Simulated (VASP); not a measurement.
# Cr (P6_3/mmc) in VASP: a series of runs

The runs below take Cr through single point, relaxation of cell and atoms, with BLYP.

Program: VASP 6.6.1. These are calculated values, not measurements. Logs are shortened: lines on timing, memory, paths and dates and some standing lists are left out, and cuts for length are marked.

### 1 The cell of the first run

Symmetry: P6_3/mmc, No. 194, hexagonal system. Conventional cell: a = 2.573 Å, b = 2.573 Å, c = 4.645 Å, α = 90.00°, β = 90.00°, γ = 120.00°. Within 3.4 Å of Cr (site symmetry -6m2) lie 12 Cr at 2.57 to 2.76 Å.

### 2 Single point, BLYP (volume scaled by 1.08)

Input file INCAR:

```
SYSTEM = Cr
PREC = Accurate ; ENCUT = 520
EDIFF = 1E-6 ; ISMEAR = -1
SIGMA = 0.1 ; LREAL = .False.
LASPH = .True. ; NELM = 80
ALGO = Normal ; ISIF = 2
LWAVE = .False. ; LCHARG = .False.
GGA = B5 ; ALDAX = 1.0
AGGAX = 1.0 ; AGGAC = 1.0
ALDAC = 0.0 ; NBANDS = 19
```

Input file KPOINTS:

```
regular mesh
0
Gamma
  16 16 8
  0 0 0
```

Input file POSCAR:

```
Cr
1.0
    2.5732689090      0.0000000000      0.0000000000
   -1.2866344545      2.2285162460      0.0000000000
    0.0000000000      0.0000000000      4.6453157588
Cr
2
Direct
    0.3333333333      0.6666666667      0.2500000000
    0.6666666667      0.3333333333      0.7500000000
```

Potentials or basis: VASP PAW PBE potentials, release 64 (Cr_pv).

On the command line:

```console
cat potpaw_PBE.64/Cr_pv/POTCAR > POTCAR
mpirun -np 1 vasp_std > vasp.out
```

OUTCAR:

```text
SYSTEM = Cr
   PREC = Accurate
   ENCUT = 520
   EDIFF = 1E-6
   ISMEAR = -1
   LREAL = .False.
   LASPH = .True.
   NELM = 80
   ISIF = 2
   GGA = B5

 ion  position               nearest neighbor table
   1  0.333  0.667  0.250-   2 2.76   2 2.76   2 2.76   2 2.76   2 2.76   2 2.76
   2  0.667  0.333  0.750-   1 2.76   1 2.76   1 2.76   1 2.76   1 2.76   1 2.76

  LATTYP: Found a hexagonal cell.
 ALAT       =     2.5732689090
 C/A-ratio  =     1.8052197120

  Lattice vectors:

 A1 = (   2.5732689090,   0.0000000000,   0.0000000000)
 A2 = (  -1.2866344545,   2.2285162460,   0.0000000000)
 A3 = (   0.0000000000,   0.0000000000,   4.6453157588)

Analysis of symmetry for initial positions (statically):
=====================================================================
 Subroutine PRICEL returns:
 Original cell was already a primitive cell.

 Routine SETGRP: Setting up the symmetry group for a
 hexagonal supercell.

 Subroutine GETGRP returns: Found 24 space group operations
 (whereof 12 operations were pure point group operations)
 out of a pool of 24 trial point group operations.

The static configuration has the point symmetry D_3d.
 The point group associated with its full space group is D_6h.

Analysis of symmetry for dynamics (positions and initial velocities):
=====================================================================
 Subroutine PRICEL returns:
 Original cell was already a primitive cell.

 Routine SETGRP: Setting up the symmetry group for a
 hexagonal supercell.

 Subroutine GETGRP returns: Found 24 space group operations
 (whereof 12 operations were pure point group operations)
 out of a pool of 24 trial point group operations.

The dynamic configuration has the point symmetry D_3d.
 The point group associated with its full space group is D_6h.

 Subroutine INISYM returns: Found 24 space group operations
 (whereof 12 operations are pure point group operations),
 and found     1 'primitive' translations

----------------------------------------------------------------------------------------

                                     Primitive cell

  volume of cell :      26.6389

  direct lattice vectors                    reciprocal lattice vectors
     2.573268909  0.000000000  0.000000000     0.388610765  0.224364530  0.000000000
    -1.286634454  2.228516246  0.000000000     0.000000000  0.448729060  0.000000000
     0.000000000  0.000000000  4.645315759     0.000000000  0.000000000  0.215270619

  length of vectors
     2.573268909  2.573268909  4.645315759     0.448729060  0.448729060  0.215270619

  position of ions in fractional coordinates (direct lattice)
     0.333333333  0.666666667  0.250000000
     0.666666667  0.333333333  0.750000000

  ion indices of the primitive-cell ions
   primitive index   ion index
                 1           1
                 2           2

----------------------------------------------------------------------------------------

 KPOINTS: regular mesh

Automatic generation of k-mesh.
 Grid dimensions read from file:
 generate k-points for:   16   16    8

 Generating k-lattice:

  Cartesian coordinates                     Fractional coordinates (reciprocal lattice)
     0.024288173  0.014022783  0.000000000     0.062500000 -0.000000000  0.000000000
     0.000000000  0.028045566  0.000000000     0.000000000  0.062500000  0.000000000
     0.000000000  0.000000000  0.026908827     0.000000000  0.000000000  0.125000000

  Length of vectors
     0.028045566  0.028045566  0.026908827

  Shift w.r.t. Gamma in fractional coordinates (k-lattice)
     0.000000000  0.000000000  0.000000000

 Subroutine IBZKPT returns following result:
 ===========================================

 Found    150 irreducible k-points:

 Following reciprocal coordinates:
            Coordinates               Weight
  0.000000  0.000000  0.000000      1.000000
  0.062500  0.000000  0.000000      6.000000
  0.125000  0.000000  0.000000      6.000000
  0.187500  0.000000  0.000000      6.000000
  0.250000  0.000000  0.000000      6.000000
  0.312500 -0.000000  0.000000      6.000000
[... 16 lines left out ...]
  0.187500  0.187500  0.000000      6.000000
  0.250000  0.187500  0.000000     12.000000
 [... further k-points ...]
   k-points           NKPTS =    150   k-points in BZ     NKDIM =    150   number of bands    NBANDS=     19
   number of dos      NEDOS =    301   number of ions     NIONS =      2
   total plane-waves  NPLWV =  14400
   dimension x,y,z NGX =    20 NGY =   20 NGZ =   36
   dimension x,y,z NGXF=    40 NGYF=   40 NGZF=   72
   ions per type =               2
   NGX,Y,Z   is equivalent  to a cutoff of  12.92, 12.92, 12.88 a.u.
   NGXF,Y,Z  is equivalent  to a cutoff of  25.84, 25.84, 25.77 a.u.
 SYSTEM =  Cr
   PREC   = accura    normal or accurate (medium, high low for compatibility)
   ISTART =      0    job   : 0-new  1-cont  2-samecut
   ICHARG =      2    charge: 1-file 2-atom 10-const
   ISPIN  =      1    spin polarized calculation?
   LNONCOLLINEAR =      F non collinear calculations
   LSORBIT =      F    spin-orbit coupling
   LASPH  =      T    aspherical Exc in radial PAW
   ENCUT  =  520.0 eV  38.22 Ry    6.18 a.u.   4.78  4.78  8.64*2*pi/ulx,y,z
   NELM   =     80;   NELMIN=  2; NELMDL= -5     # of ELM steps
   EDIFF  = 0.1E-05   stopping-criterion for ELM
   LREAL  =      F    real-space projection
   EDIFFG = 0.1E-04   stopping-criterion for IOM
   NSW    =      0    number of steps for IOM
   IBRION =     -1    ionic relax: 0-MD 1-quasi-New 2-CG
   NFREE  =      0    steps in history (QN), initial steepest desc. (CG)
   ISIF   =      2    stress and relaxation
   ISYM   =      2    0-nonsym 1-usesym 2-fastsym
   POTIM  = 0.5000    time-step for ionic-motion
   TEBEG  =    0.0;   TEEND  =   0.0 temperature during run
   PSTRESS=    0.0 pullay stress
   NELECT =      24.0000    total number of electrons
   NUPDOWN=      -1.0000    fix difference up-down
   EMIN   =  10.00;   EMAX   =-10.00  energy-range for DOS
   EFERMI =   0.00;   METHOD = LEGACY
   ISMEAR =    -1;   SIGMA  =   0.10  broadening in eV -4-tet -1-fermi 0-gaus
   EFERMI_NEDOS =   21; number of points for ismear=-14 and -15
   IALGO  =     38    algorithm
   IMIX   =      4    mixing-type and parameters
     AMIX     =   0.40;   BMIX     =  1.00
[... 10 lines left out ...]
   LRPA    =     F    only Hartree local field effects (RPA)
 non-spin polarized calculation
  energy-cutoff  :      520.00
  volume of cell :       26.64
 maximum number of plane-waves:       728
 NGX is ok and might be reduce to    20
   NGX =  9   NGY =  9   NGZ = 17

 number of electron      24.0000002 magnetization

 Free energy of the ion-electron system (eV)
  ---------------------------------------------------
  ext. energy  EPLUGINS =         0.00000000
  ---------------------------------------------------
  free energy    TOTEN  =       -15.86290005 eV

  energy without entropy =      -15.74273890  energy(sigma->0) =      -15.80281948

 E-fermi :   9.4060     XC(G=0): -12.2797

 val. band max:        9.3998786780   @ k =   0.1875   0.1250   0.0000
 cond. band min:       9.4100977330   @ k =   0.3125   0.1250   0.1250
 fundamental gap:      0.0102190550
 Fermi energy:         9.4060149364

 k-point     1 :       0.0000    0.0000    0.0000
  band No.  band energies     occupation
      1     -33.6420      2.00000
      2     -33.1946      2.00000
      3     -33.0248      2.00000
      4     -33.0248      2.00000
      5     -32.9819      2.00000
      6     -32.9819      2.00000
[... 11 lines left out ...]
     18      11.2528      0.00000
     19      16.2334      0.00000

 k-point     2 :       0.0625    0.0000    0.0000
  band No.  band energies     occupation
      1     -33.6347      2.00000
      2     -33.1951      2.00000
      3     -33.0484      2.00000
      4     -33.0312      2.00000
      5     -33.0059      2.00000
      6     -32.9865      2.00000
[... 11 lines left out ...]
     18      11.6609      0.00000
     19      16.2372      0.00000

 k-point     3 :       0.1250    0.0000    0.0000
  band No.  band energies     occupation
      1     -33.6134      2.00000
      2     -33.1969      2.00000
      3     -33.1156      2.00000
      4     -33.0737      2.00000
      5     -33.0491      2.00000
      6     -32.9995      2.00000
[... 11 lines left out ...]
     18      12.5249      0.00000
     19      16.2548      0.00000

 k-point     4 :       0.1875    0.0000    0.0000
  band No.  band energies     occupation
      1     -33.5803      2.00000
      2     -33.2161      2.00000
      3     -33.2008      2.00000
      4     -33.1735      2.00000
      5     -33.0755      2.00000
      6     -33.0194      2.00000
[... 11 lines left out ...]
     18      13.5695      0.00000
     19      16.3037      0.00000

 k-point     5 :       0.2500    0.0000    0.0000
  band No.  band energies     occupation
      1     -33.5387      2.00000
      2     -33.3346      2.00000
      3     -33.2888      2.00000
      4     -33.2078      2.00000
      5     -33.1061      2.00000
      6     -33.0432      2.00000
[... 11 lines left out ...]
     18      14.7160      0.00000
     19      16.4052      0.00000

 k-point     6 :       0.3125   -0.0000    0.0000
  band No.  band energies     occupation
      1     -33.4929      2.00000
      2     -33.4527      2.00000
      3     -33.4019      2.00000
      4     -33.2190      2.00000
      5     -33.1362      2.00000
      6     -33.0673      2.00000
[... 11 lines left out ...]
     18      15.9274      0.00000
     19      16.4386      0.00000

 k-point     7 :       0.3750    0.0000    0.0000
  band No.  band energies     occupation
      1     -33.5523      2.00000
      2     -33.4963      2.00000
      3     -33.4485      2.00000
      4     -33.2340      2.00000
      5     -33.1615      2.00000
      6     -33.0878      2.00000
[... 11 lines left out ...]
     18      16.4348      0.00000
     19      16.4785      0.00000

 k-point     8 :       0.4375   -0.0000    0.0000
  band No.  band energies     occupation
      1     -33.6185      2.00000
      2     -33.5587      2.00000
      3     -33.4132      2.00000
      4     -33.2496      2.00000
      5     -33.1782      2.00000
      6     -33.1015      2.00000
[... 256 lines left out ...]
 k-point    20 :       0.3125    0.1250    0.0000
  band No.  band energies     occupation
      1     -33.5354      2.00000
      2     -33.4873      2.00000
      3     -33.4349      2.00000
      4     -33.2392      2.00000
      5     -33.2065      2.00000
      6     -33.1401      2.00000
[... 11 lines left out ...]
     18      16.4388      0.00000
     19      16.4391      0.00000

 k-point    21 :       0.3750    0.1250    0.0000
  band No.  band energies     occupation
      1     -33.5924      2.00000
      2     -33.5354      2.00000
      3     -33.3998      2.00000
      4     -33.2561      2.00000
      5     -33.2307      2.00000
      6     -33.1584      2.00000
[... 11 lines left out ...]
     18      16.1671      0.00000
     19      16.4392      0.00000

 k-point    22 :       0.4375    0.1250    0.0000
  band No.  band energies     occupation
      1     -33.6123      2.00000
      2     -33.5522      2.00000
      3     -33.3848      2.00000
      4     -33.2647      2.00000
      5     -33.2392      2.00000
      6     -33.1648      2.00000
[... 11 lines left out ...]
     18      15.3501      0.00000
     19      16.4393      0.00000

 k-point    23 :       0.1875    0.1875    0.0000
  band No.  band energies     occupation
      1     -33.4819      2.00000
      2     -33.4147      2.00000
      3     -33.4099      2.00000
      4     -33.2220      2.00000
      5     -33.1739      2.00000
      6     -33.1278      2.00000
[... 11 lines left out ...]
     18      16.3144      0.00000
     19      16.4391      0.00000

 k-point    24 :       0.2500    0.1875    0.0000
  band No.  band energies     occupation
      1     -33.4889      2.00000
      2     -33.4631      2.00000
      3     -33.4398      2.00000
      4     -33.2369      2.00000
      5     -33.2246      2.00000
      6     -33.1730      2.00000
[... 11 lines left out ...]
     18      16.4390      0.00000
     19      16.4391      0.00000

 [... further k-points ...]
[... 5 lines left out ...]
  --------------------------------------------------------------------------------------
  -------------------------------------------------------------------------------------
  Total       -2.4340246     -2.4340246     -2.1128674     -0.0000000      0.0000000      0.0000000
  in kB     -146.3926678   -146.3926678   -127.0769008     -0.0000000      0.0000000      0.0000000
  external PRESSURE =    -139.9540788 kB  Pullay stress =       0.0000000 kB

 VOLUME and BASIS-vectors are now :
 -----------------------------------------------------------------------------
  energy-cutoff  :      520.00
  volume of cell :       26.64
      direct lattice vectors                 reciprocal lattice vectors
     2.573268909  0.000000000  0.000000000     0.388610765  0.224364530  0.000000000
    -1.286634454  2.228516246  0.000000000     0.000000000  0.448729060  0.000000000
     0.000000000  0.000000000  4.645315759     0.000000000  0.000000000  0.215270619

 POSITION                                       TOTAL-FORCE (eV/Angst)
 -----------------------------------------------------------------------------------
     -0.00000      1.48568      1.16133        -0.000000      0.000000      0.000000
      1.28663      0.74284      3.48399         0.000000     -0.000000      0.000000
 -----------------------------------------------------------------------------------
    total drift:                               -0.000000      0.000000     -0.000000

  FREE ENERGIE OF THE ION-ELECTRON SYSTEM (eV)
  ---------------------------------------------------
  free  energy   TOTEN  =       -15.8629000545 eV

  energy  without entropy=      -15.7427389030  energy(sigma->0) =      -15.80281948
```

It took 50 s on 1 thread of Intel Xeon 6975P-C, shared host; peak memory 0.18 GiB.

What came out:

- Free energy: -15.8629 eV
- Pressure: -14.0 GPa
- Band gap on the k mesh: zero (band 12 reaches 10.23 eV, above the bottom of band 13 at 9.11 eV)

Levels at points of the mesh, in eV from the Fermi level:
```csv
k point,band 10,band 11,band 12,band 13,band 14,band 15
"(0.00, 0.00, 0.00)",-0.31,-0.31,-0.14,-0.05,-0.05,0.93
"(0.50, 0.00, 0.00)",-0.81,-0.46,-0.32,-0.07,1.91,2.41
"(0.00, 0.00, 0.50)",-1.44,-0.28,-0.28,-0.28,-0.28,1.51
"(0.50, 0.00, 0.50)",-2.13,0.82,0.82,1.12,1.12,2.46
```

Caveat: the cell differs from its parent crystal (volume scaled by 1.08); the PAW data sets were made with another functional, which shifts forces and pressure a little; the run has no spin polarisation, though such a crystal can be magnetic.

### 3 Single point, BLYP (volume scaled by 1.12)

Input file INCAR:

```
PREC = Accurate ; ENCUT = 520
EDIFF = 1E-6 ; ISMEAR = -1
SIGMA = 0.1 ; LREAL = False
LASPH = True ; NELM = 100
ALGO = Normal ; ISIF = 2
LWAVE = False ; LCHARG = True
GGA = B5 ; ALDAX = 1.0
AGGAX = 1.0 ; AGGAC = 1.0
ALDAC = 0.0 ; LELF = True
LVHAR = True ; NBANDS = 19
```

Input file KPOINTS:

```
regular mesh
0
Gamma
  16 16 8
```

Input file POSCAR:

```
Cr
1.0
    2.6046533303      0.0000000000      0.0000000000
   -1.3023266651      2.2556959521      0.0000000000
    0.0000000000      0.0000000000      4.7019715346
Cr
2
Direct
    0.3333333333      0.6666666667      0.2500000000
    0.6666666667      0.3333333333      0.7500000000
```

Potentials or basis: VASP PAW PBE potentials, release 64 (Cr_pv).

On the command line:

```console
cat potpaw_PBE.64/Cr_pv/POTCAR > POTCAR
mpirun -np 1 vasp_std > vasp.out
```

Wall time 45 s (1 thread of Intel Xeon 6975P-C, shared host); peak memory 0.19 GiB.

The run converged. Its results:

- Free energy: -15.7614 eV
- Pressure: -19.0 GPa
- Band gap on the k mesh: zero (band 12 reaches 9.75 eV, above the bottom of band 13 at 8.67 eV)

Stress tensor (GPa, compression positive):
```
-19.86   0.00   0.00
  0.00 -19.86   0.00
  0.00   0.00 -17.23
```

Levels at points of the mesh, in eV from the Fermi level:
```tsv
k point	band 10	band 11	band 12	band 13	band 14	band 15
(0.00, 0.00, 0.00)	-0.29	-0.29	-0.15	-0.04	-0.04	0.89
(0.50, 0.00, 0.00)	-0.76	-0.46	-0.32	-0.06	1.81	2.29
(0.00, 0.00, 0.50)	-1.37	-0.26	-0.26	-0.26	-0.26	1.44
(0.50, 0.00, 0.50)	-2.02	0.78	0.78	1.06	1.06	2.34
```

Caveat: the cell differs from its parent crystal (volume scaled by 1.12); the PAW data sets were made with another functional, which shifts forces and pressure a little; the run has no spin polarisation, though such a crystal can be magnetic. Spin polarisation is off, so any magnetic state and its effect on volume and gap are missing.

### 4 Relaxation of cell and atoms, BLYP

This run uses another cell than the first one, of 11.99 Å³/atom, 0.900 times its volume.

Input file INCAR:

```
SYSTEM = Cr
PREC = Accurate ; ENCUT = 600
EDIFF = 1E-7 ; ISMEAR = -1
SIGMA = 0.1 ; LREAL = .FALSE.
LASPH = .TRUE. ; NELM = 60
ALGO = Normal ; ISIF = 3
LWAVE = .FALSE. ; LCHARG = .FALSE.
GGA = B5 ; ALDAX = 1.0
AGGAX = 1.0 ; AGGAC = 1.0
ALDAC = 0.0 ; IBRION = 2
NSW = 80 ; EDIFFG = -0.01
```

Input file KPOINTS:

```
Automatic mesh
0
G
  14 14 8
  0 0 0
```

Input file POSCAR:

```
Cr
1.0
    2.5692592270      0.0000000000      0.0000000000
   -1.2846296135      2.2250437595      0.0000000000
    0.0000000000      0.0000000000      4.1956003177
Cr
2
Direct
    0.3333333333      0.6666666667      0.2500000000
    0.6666666667      0.3333333333      0.7500000000
```

On the command line:

```console
cat potpaw_PBE.64/Cr_pv/POTCAR > POTCAR
mpirun -np 1 vasp_std > vasp.out
```

Wall time 4.4 min (1 thread of Intel Xeon 6975P-C, shared host); peak memory 0.2 GiB.

The run converged. Its results:

- Free energy: -15.9564 eV
- Relaxed volume: 12.32 Å³/atom
- Relaxed cell: a = 2.508 Å, b = 2.508 Å, c = 4.526 Å, α = 90.00°, β = 90.00°, γ = 120.00°
- Space group after relaxing (to 0.05 Å): P6_3/mmc (No. 194)
- Energy gained by relaxing: 46.4 meV/atom
- Ionic steps: 9
- Pressure after relaxing: 0.0 GPa
- Band gap on the k mesh: zero (band 12 reaches 11.32 eV, above the bottom of band 13 at 10.08 eV)

Step by step:
```csv
step,energy change (eV),largest force (eV/Å),pressure (GPa),volume (Å³)
1,0.0000,0.0000,5.48,23.99
2,-0.0339,0.0000,-6.72,25.43
3,-0.0360,0.0000,-4.62,25.14
4,-0.0742,0.0000,-4.68,25.17
5,-0.0856,0.0000,-4.34,25.17
6,-0.0914,0.0000,1.85,24.42
7,-0.0928,0.0000,-0.02,24.64
8,-0.0928,0.0000,-0.02,24.64
9,-0.0929,0.0000,-0.01,24.64
```

Final structure:
```
Cr
1.0
     2.50752    0.00000    0.00000
    -1.25376    2.17157    0.00000
     0.00000    0.00000    4.52564
Cr
2
Cartesian
  0.0000 1.4477 1.1314
  1.2538 0.7239 3.3942
```

Levels at points of the mesh, in eV from the Fermi level:
| k point | band 10 | band 11 | band 12 | band 13 | band 14 | band 15 |
| --- | --- | --- | --- | --- | --- | --- |
| (0.00, 0.00, 0.00) | -0.36 | -0.36 | -0.10 | -0.06 | -0.06 | 1.03 |
| (0.50, 0.00, 0.00) | -0.91 | -0.45 | -0.34 | -0.11 | 2.13 | 2.67 |
| (0.00, 0.00, 0.50) | -1.59 | -0.33 | -0.33 | -0.33 | -0.33 | 1.68 |
| (0.50, 0.00, 0.50) | -2.38 | 0.89 | 0.89 | 1.26 | 1.26 | 2.73 |

Caveat: the PAW data sets were made with another functional, which shifts forces and pressure a little; the run has no spin polarisation, though such a crystal can be magnetic.

### 5 The runs side by side

| task | cell | k mesh | cutoff (eV) | gap on the mesh (eV) | pressure (GPa) |
| --- | --- | --- | --- | --- | --- |
| single point | a = 2.573, b = 2.573, c = 4.645 Å, angles 90.0, 90.0, 120.0°, 2 atoms | 16 × 16 × 8 | 520 | none | -14.0 |
| single point | a = 2.605, b = 2.605, c = 4.702 Å, angles 90.0, 90.0, 120.0°, 2 atoms | 16 × 16 × 8 | 520 | none | -19.0 |
| relaxation of cell and atoms | relaxed from a = 2.569, b = 2.569, c = 4.196 Å, angles 90.0, 90.0, 120.0°, 2 atoms | 14 × 14 × 8 | 600 | none | 0.0 |

Alike in all rows: level BLYP; potentials or basis VASP PAW PBE potentials, release 64 (Cr_pv); no spin polarisation; smearing fermi-dirac 0.1 eV.

Caveats: the PAW data sets were made with another functional, which shifts forces and pressure a little; the run has no spin polarisation, though such a crystal can be magnetic.

Total energies depend on the potentials used, so only differences within one code and one set of settings carry meaning.
